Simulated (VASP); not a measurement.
A run of VASP 6.6.1 is set up as follows.

The input INCAR:

```
PREC = Accurate
ENCUT = 520
EDIFF = 1E-8
ISMEAR = 0
SIGMA = 0.01
LREAL = False
LASPH = True
NELM = 60
ALGO = Normal
ISIF = 2
LWAVE = False
LCHARG = False
NBANDS = 12
IBRION = 8
NSW = 1
```

KPOINTS

```
Automatic mesh
0
Gamma
  8 8 8
```

The input POSCAR:

```
LiCl
1.0
    0.0000000000      2.4944118945      2.4944118945
    2.4944118945      0.0000000000      2.4944118945
    2.4944118945      2.4944118945      0.0000000000
Li Cl
1 1
Direct
    0.0000000000      0.0000000000      0.0000000000
    0.5000000000      0.5000000000      0.5000000000
```

Potentials or basis: VASP PAW LDA potentials, release 64 (Li_sv, Cl).

The run is started by

```console
$ cat potpaw_LDA.64/Li_sv/POTCAR potpaw_LDA.64/Cl/POTCAR > POTCAR
$ mpirun -np 1 vasp_std > vasp.out
```

Problem. Predict the highest phonon frequency at Γ, LO-TO splitting left out.

Solution. 216 cm⁻¹.

Phonon frequencies in cm⁻¹ (negative: imaginary):
```csv
q point,frequencies
"(0.000, 0.000, 0.000)",-1 -1 -1 216 216 216
```
